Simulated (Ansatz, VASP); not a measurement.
One calculation of B2Ru3, two programs

Contents of INCAR:

```
SYSTEM = B2Ru3
ALGO = Fast
EDIFF = 1E-6
ENCUT = 520
GGA = PE
ISIF = 2
ISMEAR = 0
LASPH = .True.
LCHARG = .False.
LREAL = .False.
LWAVE = .False.
NBANDS = 59
NELM = 60
PREC = Accurate
SIGMA = 0.2
```

The input KPOINTS:

```
k-points
0
Gamma
  12 12 2
  0 0 0
```

POSCAR

```
B2Ru3
1.0
    2.8449687727      0.0000000000      0.0000000000
   -1.4224843864      2.4638152301      0.0000000000
    0.0000000000      0.0000000000     15.6227439349
B Ru
4 6
Direct
    0.3333333333      0.6666666667      0.1567670882
    0.6666666667      0.3333333333      0.6567670882
    0.3333333333      0.6666666667      0.3432329118
    0.6666666667      0.3333333333      0.8432329118
    0.3333333333      0.6666666667      0.9314407466
    0.6666666667      0.3333333333      0.4314407466
    0.3333333333      0.6666666667      0.5685592534
    0.6666666667      0.3333333333      0.0685592534
    0.3333333333      0.6666666667      0.7500000000
    0.6666666667      0.3333333333      0.2500000000
```

Input for Ansatz:

```yaml
crystal:
  lattice:
    - [2.8449687727, 0.0, 0.0]
    - [-1.4224843864, 2.4638152301, 0.0]
    - [0.0, 0.0, 15.6227439349]
  atoms:
    - { symbol: B, position: [0.3333333333, 0.6666666667, 0.1567670882] }
    - { symbol: B, position: [0.6666666667, 0.3333333333, 0.6567670882] }
    - { symbol: B, position: [0.3333333333, 0.6666666667, 0.3432329118] }
    - { symbol: B, position: [0.6666666667, 0.3333333333, 0.8432329118] }
    - { symbol: Ru, position: [0.3333333333, 0.6666666667, 0.9314407466] }
    - { symbol: Ru, position: [0.6666666667, 0.3333333333, 0.4314407466] }
    - { symbol: Ru, position: [0.3333333333, 0.6666666667, 0.5685592534] }
    - { symbol: Ru, position: [0.6666666667, 0.3333333333, 0.0685592534] }
    - { symbol: Ru, position: [0.3333333333, 0.6666666667, 0.75] }
    - { symbol: Ru, position: [0.6666666667, 0.3333333333, 0.25] }
basis:
  ecutwfc: 420
kpoints:
  mp_grid: { grid: [12, 12, 2] }
hamiltonian:
  xc: pbe
scf:
  occupations: { method: gaussian, width: 0.2 }
  lower_state_search: "off"
output:
  forces: true
  stress: true
  eigenvalues: true
```

Alike in both runs: task single point; functional PBE; k mesh 12 × 12 × 2; occupations gaussian, width 0.2 eV; no spin polarisation.

|  | VASP | Ansatz |
| --- | --- | --- |
| version | VASP 6.6.1 | Ansatz 0.2.0 |
| potentials or method | VASP PAW PBE potentials, release 64 (B, Ru_pv), cutoff 520 eV | scalar-relativistic, plane waves, PAW |
| valence electrons in the cell | 96 | 108 |

Ansatz gave:

```
gap on the k mesh at the Fermi level (eV)                     : none
pressure (GPa)                                                : 0.1
traceless stress, the component that is largest in VASP (GPa) : 0.28
rms of the force components (eV/Å)                            : 0.007
```

Task: What did VASP give for the same quantities?

Result: gap on the k mesh at the Fermi level (eV): none; pressure (GPa): 0.1; traceless stress, the component that is largest in VASP (GPa): 0.28; rms of the force components (eV/Å): 0.011.

Atom by atom the forces differ by 0.007 eV/Å (rms over components). A gap of «none» marks a metal or a gap that the smearing closes. VASP's potentials hold 96 valence electrons a cell and Ansatz's 108, so a difference there can come from the potentials and not from the codes.
